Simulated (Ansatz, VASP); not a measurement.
AsSe3 in VASP and in Ansatz

```
CELL_PARAMETERS angstrom
3.79067 0.00000 0.00000
-1.89534 3.28282 0.00000
0.00000 0.00000 7.15687
ATOMIC_POSITIONS crystal
As 0.00000 0.00000 0.50000
Se 0.33333 0.66667 0.73596
Se 0.66667 0.33333 0.26404
Se 0.00000 0.00000 0.00000
```

Change from the starting cell: species swapped into the LuF3 type (P-3m1, No. 164).

Alike in both runs: functional PBE; k mesh 5 × 5 × 4; occupations gaussian, width 0.2 eV; no spin polarisation.

Ansatz relaxed the structure, and its values are those at the end. VASP's run is a single point on that final structure, the one shown.

|  | VASP | Ansatz |
| --- | --- | --- |
| version | VASP 6.6.1 | Ansatz 0.2.0 |
| potentials or method | VASP PAW PBE potentials, release 64 (As, Se), cutoff 500 eV | scalar-relativistic, plane waves, PAW |
| valence electrons in the cell | 23 | 63 |

|  | VASP | Ansatz | Ansatz less VASP |
| --- | --- | --- | --- |
| gap on the k mesh at the Fermi level (eV) | none | none | - |
| pressure (GPa) | 0.7 | 0.7 | -0.04 |
| rms of the force components (eV/Å) | 0.010 | 0.013 | +0.0022 |

A gap of «none» marks a metal or a gap that the smearing closes. The functional is the same, so the differences come from potentials, cutoffs and numerics. VASP's potentials hold 23 valence electrons a cell and Ansatz's 63, so a difference there can come from the potentials and not from the codes.

The k mesh is coarse, so the values compare programs but aren't converged.
